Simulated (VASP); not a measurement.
# CdS (Hawleyite) (I-4m2) in VASP: further runs

CdS (Hawleyite) is run at these levels: PBE; tasks: single point.

Program: VASP 6.6.1. These are calculated values, not measurements. Logs are shortened: lines on timing, memory, paths and dates and some standing lists are left out, and cuts for length are marked.

## (1) The cell of the first run

It takes space group I-4m2 (No. 119, tetragonal). The conventional cell has a = 4.152 Å, b = 4.152 Å, c = 5.833 Å, α = 90.00°, β = 90.00°, γ = 90.00°. Within 3.3 Å of Cd (site symmetry -4m2) lie 4 S at 2.54 Å. Within 3.3 Å of S (site symmetry -4m2) lie 4 Cd at 2.54 Å.

## (2) Single point, PBE

Contents of INCAR:

```
SYSTEM = CdS
PREC     = Accurate       ! precision mode
ENCUT    = 500            ! plane-wave cutoff, eV
EDIFF    = 1E-6           ! SCF threshold, eV
ISMEAR   = -1             ! smearing method
SIGMA    = 0.05           ! smearing width, eV
LREAL    = .FALSE.        ! projectors in reciprocal space
LASPH    = .TRUE.         ! aspherical terms in the spheres
NELM     = 120            ! most SCF steps
ALGO     = Normal         ! electronic algorithm
ISIF     = 2              ! what is computed and relaxed
LWAVE    = .FALSE.        ! write WAVECAR
LCHARG   = .TRUE.         ! write CHGCAR
GGA      = PE             ! functional
LELF     = .TRUE.         ! ELF
LVHAR    = .TRUE.       
NBANDS   = 16             ! bands
GGA_COMPAT= .FALSE.
```

Contents of KPOINTS:

```
regular mesh
0
G
  6 6 6
  0 0 0
```

Contents of POSCAR:

```
CdS
1.0
    0.0000000000      2.9359433333      2.9165000000
    2.9359433333      0.0000000000      2.9165000000
    2.9359433333      2.9359433333      0.0000000000
Cd S
1 1
Direct
    0.0000000000      0.0000000000      0.0000000000
    0.2500000000      0.2500000000      0.2500000000
```

Potentials or basis: VASP PAW PBE potentials, release 64 (Cd, S).

The run is started by

```
> cat potpaw_PBE.64/Cd/POTCAR potpaw_PBE.64/S/POTCAR > POTCAR
> mpirun -np 1 vasp_std > vasp.out
```

OUTCAR:

```text
SYSTEM = CdS
   PREC = Accurate
   ENCUT = 500
   EDIFF = 1E-6
   ISMEAR = -1
   LREAL = .FALSE.
   LASPH = .TRUE.
   NELM = 120
   ISIF = 2
   GGA = PE

 ion  position               nearest neighbor table
   1  0.000  0.000  0.000-   2 2.54   2 2.54   2 2.54   2 2.54
   2  0.250  0.250  0.250-   1 2.54   1 2.54   1 2.54   1 2.54

  LATTYP: Found a body centered tetragonal cell.
 ALAT       =     4.1520508803
 C/A-ratio  =     1.4048479097

  Lattice vectors:

 A1 = (   0.0000000000,  -2.9359433333,  -2.9165000000)
 A2 = (   0.0000000000,   2.9359433333,  -2.9165000000)
 A3 = (   2.9359433333,   0.0000000000,   2.9165000000)

Analysis of symmetry for initial positions (statically):
=====================================================================
 Subroutine PRICEL returns:
 Original cell was already a primitive cell.

 Routine SETGRP: Setting up the symmetry group for a
 body centered tetragonal supercell.

 Subroutine GETGRP returns: Found  8 space group operations
 (whereof  8 operations were pure point group operations)
 out of a pool of 16 trial point group operations.

The static configuration has the point symmetry D_2d.

Analysis of symmetry for dynamics (positions and initial velocities):
=====================================================================
 Subroutine PRICEL returns:
 Original cell was already a primitive cell.

 Routine SETGRP: Setting up the symmetry group for a
 body centered tetragonal supercell.

 Subroutine GETGRP returns: Found  8 space group operations
 (whereof  8 operations were pure point group operations)
 out of a pool of 16 trial point group operations.

The dynamic configuration has the point symmetry D_2d.

 Subroutine INISYM returns: Found  8 space group operations
 (whereof  8 operations are pure point group operations),
 and found     1 'primitive' translations

----------------------------------------------------------------------------------------

                                     Primitive cell

  volume of cell :      50.2791

  direct lattice vectors                    reciprocal lattice vectors
     0.000000000  2.935943333  2.916500000    -0.170303014  0.170303014  0.171438368
     2.935943333  0.000000000  2.916500000     0.170303014 -0.170303014  0.171438368
     2.935943333  2.935943333  0.000000000     0.170303014  0.170303014 -0.171438368

  length of vectors
[... 79 lines left out ...]
   LASPH  =      T    aspherical Exc in radial PAW
   ENCUT  =  500.0 eV  36.75 Ry    6.06 a.u.   7.55  7.55  7.57*2*pi/ulx,y,z
   NELM   =    120;   NELMIN=  2; NELMDL= -5     # of ELM steps
   EDIFF  = 0.1E-05   stopping-criterion for ELM
   LREAL  =      F    real-space projection
   EDIFFG = 0.1E-04   stopping-criterion for IOM
   NSW    =      0    number of steps for IOM
   IBRION =     -1    ionic relax: 0-MD 1-quasi-New 2-CG
   NFREE  =      0    steps in history (QN), initial steepest desc. (CG)
   ISIF   =      2    stress and relaxation
   ISYM   =      2    0-nonsym 1-usesym 2-fastsym
   POTIM  = 0.5000    time-step for ionic-motion
   TEBEG  =    0.0;   TEEND  =   0.0 temperature during run
   PSTRESS=    0.0 pullay stress
   NELECT =      18.0000    total number of electrons
   NUPDOWN=      -1.0000    fix difference up-down
   EMIN   =  10.00;   EMAX   =-10.00  energy-range for DOS
   EFERMI =   0.00;   METHOD = LEGACY
   ISMEAR =    -1;   SIGMA  =   0.05  broadening in eV -4-tet -1-fermi 0-gaus
   EFERMI_NEDOS =   21; number of points for ismear=-14 and -15
   IALGO  =     38    algorithm
   IMIX   =      4    mixing-type and parameters
     AMIX     =   0.40;   BMIX     =  1.00
     AMIX_MAG =   1.60;   BMIX_MAG =  1.00
  volume/ion in A,a.u.               =      25.14       169.65
  Fermi-wavevector in a.u.,A,eV,Ry     =   1.162438  2.196690 18.385045  1.351263
  Thomas-Fermi vector in A             =   2.298999
   LORBIT       =      0    0 simple, 1 ext, 2 COOP (PROOUT), +10 PAW based schemes
   GGA     = PE    functional components
   LHFCALC =     F    Hartree Fock is set to
   AEXX    =    0.0000 exact exchange contribution
   IVDW    =     0    specifies the selected vdW correction
   LEPSILON=     F    determine dielectric tensor
   LRPA    =     F    only Hartree local field effects (RPA)
 non-spin polarized calculation
  energy-cutoff  :      500.00
  volume of cell :       50.28
 maximum number of plane-waves:      1301
   NGX = 15   NGY = 15   NGZ = 15

 number of electron      17.9999996 magnetization

 Free energy of the ion-electron system (eV)
  ---------------------------------------------------
  ext. energy  EPLUGINS =         0.00000000
  ---------------------------------------------------
  free energy    TOTEN  =        -6.13049657 eV

  energy without entropy =       -6.13049628  energy(sigma->0) =       -6.13049643

 E-fermi :   1.7935     XC(G=0):  -9.0867

 val. band max:        1.2164251645   @ k =   0.0000   0.0000   0.0000
 cond. band min:       2.3226515499   @ k =   0.0000   0.0000   0.0000
 fundamental gap:      1.1062263854
 Fermi energy:         1.7934519385

 k-point     1 :       0.0000    0.0000    0.0000
  band No.  band energies     occupation
      1     -11.0852      2.00000
      2      -6.4806      2.00000
      3      -6.4806      2.00000
      4      -6.4767      2.00000
      5      -6.0190      2.00000
      6      -6.0165      2.00000
[... 433 lines left out ...]
      3      -6.1945      2.00000
      4      -6.1446      2.00000
      5      -5.9548      2.00000
      6      -5.6038      2.00000
[... 8 lines left out ...]
     15      13.8887      0.00000
     16      14.8284      0.00000

 [... further k-points ...]

------------------------ aborting loop because EDIFF is reached ----------------------------------------

  FORCE on cell =-STRESS in cart. coord.  units (eV):
  Direction    XX          YY          ZZ          XY          YZ          ZX
  --------------------------------------------------------------------------------------
  -------------------------------------------------------------------------------------
  Total        0.7195648      0.7195648      0.7546737      0.0000000      0.0000000     -0.0000000
  in kB       22.9294265     22.9294265     24.0481950      0.0000000      0.0000000     -0.0000000
  external PRESSURE =      23.3023494 kB  Pullay stress =       0.0000000 kB

 VOLUME and BASIS-vectors are now :
 -----------------------------------------------------------------------------
  energy-cutoff  :      500.00
  volume of cell :       50.28
      direct lattice vectors                 reciprocal lattice vectors
     0.000000000  2.935943333  2.916500000    -0.170303014  0.170303014  0.171438368
     2.935943333  0.000000000  2.916500000     0.170303014 -0.170303014  0.171438368
     2.935943333  2.935943333  0.000000000     0.170303014  0.170303014 -0.171438368

 POSITION                                       TOTAL-FORCE (eV/Angst)
 -----------------------------------------------------------------------------------
      0.00000      0.00000      0.00000         0.000000      0.000000      0.000000
      1.46797      1.46797      1.45825        -0.000000     -0.000000      0.000000
 -----------------------------------------------------------------------------------
    total drift:                               -0.000000     -0.000000      0.000000

  FREE ENERGIE OF THE ION-ELECTRON SYSTEM (eV)
  ---------------------------------------------------
  free  energy   TOTEN  =        -6.1304965700 eV

  energy  without entropy=       -6.1304962801  energy(sigma->0) =       -6.13049643
```

OSZICAR:

```text
N       E                     dE             d eps       ncg     rms          rms(c)
DAV:   1     0.110901373602E+03    0.11090E+03   -0.88140E+03   976   0.993E+02
DAV:   2    -0.234066513312E+01   -0.11324E+03   -0.10692E+03  1104   0.253E+02
DAV:   3    -0.665138140743E+01   -0.43107E+01   -0.43007E+01  1248   0.523E+01
DAV:   4    -0.667762792457E+01   -0.26247E-01   -0.26245E-01  1152   0.397E+00
DAV:   5    -0.667798202903E+01   -0.35410E-03   -0.35410E-03  1256   0.438E-01    0.789E+00
DAV:   6    -0.614915639280E+01    0.52883E+00   -0.84611E-01  1432   0.115E+01    0.636E+00
DAV:   7    -0.613005113961E+01    0.19105E-01   -0.19515E-01  1136   0.302E+00    0.312E+00
DAV:   8    -0.613036227439E+01   -0.31113E-03   -0.17779E-02  1160   0.168E+00    0.302E-01
DAV:   9    -0.613028748566E+01    0.74789E-04   -0.20503E-03  1200   0.664E-01    0.602E-02
DAV:  10    -0.613041957480E+01   -0.13209E-03   -0.24458E-04  1144   0.154E-01    0.684E-02
DAV:  11    -0.613050378195E+01   -0.84207E-04   -0.13175E-04  1208   0.916E-02    0.229E-02
DAV:  12    -0.613049558334E+01    0.81986E-05   -0.25154E-05  1280   0.652E-02    0.993E-03
DAV:  13    -0.613049690701E+01   -0.13237E-05   -0.42058E-06  1112   0.119E-02    0.107E-02
DAV:  14    -0.613049657002E+01    0.33699E-06   -0.31580E-07   944   0.355E-03
   1 F= -.61304966E+01 E0= -.61304964E+01  d E =-.289947E-06
```

stdout:

```text
POSCAR found type information on POSCAR CdS
 POSCAR found :  2 types and       2 ions
 scaLAPACK will be used
 LDA part: xc-table for (Slater+PW92), standard interpolation
 POSCAR, INCAR and KPOINTS ok, starting setup
 FFT: planning ... GRIDC
 FFT: planning ... GRID_SOFT
 FFT: planning ... GRID
 WAVECAR not read
 entering main loop
```

Run time: 12 s. Hardware: 1 thread of Intel Xeon 6975P-C (Granite Rapids), shared host; peak memory 0.17 GiB.

What came out:

- Free energy: -6.1305 eV
- Pressure: 2.3 GPa
- Band gap on the k mesh: 1.11 eV, direct

Stress tensor (GPa, compression positive):
```
2.29 0.00 0.00
0.00 2.29 0.00
0.00 0.00 2.40
```

As with any semilocal functional, this PBE gap is likely too small.

## (3) Single point, PBE

This run uses another cell than the first one, of 25.47 Å³/atom, 1.013 times its volume.

Contents of INCAR:

```
SYSTEM = CdS
PREC = Accurate
ENCUT = 500
EDIFF = 1E-6
ISMEAR = -1
SIGMA = 0.05
LREAL = .False.
LASPH = .True.
NELM = 120
ALGO = Normal
ISIF = 2
LWAVE = .False.
LCHARG = .True.
GGA = PE
LELF = .True.
LVHAR = .True.
NBANDS = 16
GGA_COMPAT = .False.
```

Contents of KPOINTS:

```
regular mesh
0
Gamma
  6 6 6
  0 0 0
```

Contents of POSCAR:

```
CdS
1.0
    0.0000000000      2.9553866667      2.9165000000
    2.9553866667      0.0000000000      2.9165000000
    2.9553866667      2.9553866667      0.0000000000
Cd S
1 1
Direct
    0.0000000000      0.0000000000      0.0000000000
    0.2500000000      0.2500000000      0.2500000000
```

Potentials or basis: VASP PAW PBE potentials, release 64 (Cd, S).

The run is started by

```
> cat potpaw_PBE.64/Cd/POTCAR potpaw_PBE.64/S/POTCAR > POTCAR
> mpirun -np 1 vasp_std > vasp.out
```

Wall time 14 s (1 thread of Intel Xeon 6975P-C (Granite Rapids), shared host); peak memory 0.17 GiB.

Results (log left out):

```
Free energy            : -6.1384 eV
Pressure               : 1.5 GPa
Band gap on the k mesh : 1.06 eV, direct
```

Stress tensor (GPa, compression positive):
```
1.43 0.00 0.00
0.00 1.43 0.00
0.00 0.00 1.66
```

Levels at points of the mesh, in eV from the valence-band top:
```
           k point  band 7  band 8  band 9  band 10  band 11  band 12
(0.00, 0.00, 0.00)   -0.04   -0.04    0.00     1.06     6.52     6.52
(0.50, 0.00, 0.00)   -4.27   -0.76   -0.71     2.95     6.93     7.03
(0.50, 0.50, 0.00)   -3.81   -1.85   -1.85     3.54     4.22     9.18
(0.50, 0.00, 0.50)   -3.89   -1.81   -1.79     3.59     4.33     9.05
```

PBE gaps usually lie below the measured ones, often by a third to a half.

## (4) Single point, PBE

This run uses another cell than the first one, of 25.81 Å³/atom, 1.027 times its volume.

Contents of INCAR:

```
SYSTEM = CdS
PREC = Accurate
ENCUT = 500
EDIFF = 1E-6
ISMEAR = -1
SIGMA = 0.05
LREAL = .FALSE.
LASPH = .TRUE.
NELM = 120
ALGO = Normal
ISIF = 2
LWAVE = .FALSE.
LCHARG = .FALSE.
GGA = PE
NBANDS = 16
GGA_COMPAT = .FALSE.
```

Contents of KPOINTS:

```
Automatic mesh
0
G
  6 6 6
  0 0 0
```

Contents of POSCAR:

```
CdS
1.0
    0.0000000000      2.9748300000      2.9165000000
    2.9748300000      0.0000000000      2.9165000000
    2.9748300000      2.9748300000      0.0000000000
Cd S
1 1
Direct
    0.0000000000      0.0000000000      0.0000000000
    0.2500000000      0.2500000000      0.2500000000
```

The run is started by

```
> cat potpaw_PBE.64/Cd/POTCAR potpaw_PBE.64/S/POTCAR > POTCAR
> mpirun -np 1 vasp_std > vasp.out
```

Run time: 14 s. Hardware: 1 thread of Intel Xeon 6975P-C (Granite Rapids), shared host; peak memory 0.17 GiB.

Results (log left out):

```
Free energy            : -6.1428 eV
Pressure               : 0.7 GPa
Band gap on the k mesh : 1.02 eV, direct
```

Stress tensor (GPa, compression positive):
```
0.62 0.00 0.00
0.00 0.62 0.00
0.00 0.00 0.97
```

Levels at points of the mesh, in eV from the valence-band top:
| k point | band 5 | band 6 | band 7 | band 8 | band 9 | band 10 | band 11 | band 12 | band 13 | band 14 |
| --- | --- | --- | --- | --- | --- | --- | --- | --- | --- | --- |
| (0.00, 0.00, 0.00) | -7.21 | -7.20 | -0.06 | -0.06 | 0.00 | 1.02 | 6.52 | 6.52 | 6.52 | 11.17 |
| (0.50, 0.00, 0.00) | -7.17 | -6.86 | -4.20 | -0.77 | -0.69 | 2.91 | 6.90 | 7.04 | 7.32 | 10.92 |
| (0.50, 0.50, 0.00) | -7.13 | -6.77 | -3.74 | -1.83 | -1.83 | 3.54 | 4.15 | 9.16 | 10.47 | 10.47 |
| (0.50, 0.00, 0.50) | -7.13 | -6.81 | -3.86 | -1.77 | -1.74 | 3.60 | 4.31 | 8.97 | 10.41 | 10.62 |

## (5) Summary

| cell | gap on the mesh (eV) | pressure (GPa) |
| --- | --- | --- |
| a = 4.138, b = 4.138, c = 4.152 Å, angles 59.9, 59.9, 60.2°, 2 atoms | 1.11 | 2.3 |
| a = 4.152, b = 4.152, c = 4.180 Å, angles 59.8, 59.8, 60.4°, 2 atoms | 1.06 | 1.5 |
| a = 4.166, b = 4.166, c = 4.207 Å, angles 59.7, 59.7, 60.7°, 2 atoms | 1.02 | 0.7 |

Alike in all rows: task single point; level PBE; potentials or basis VASP PAW PBE potentials, release 64 (Cd, S); no spin polarisation; k mesh 6 × 6 × 6; cutoff (eV) 500; smearing fermi-dirac 0.05 eV.

Total energies depend on the potentials used, so only differences within one code and one set of settings carry meaning.
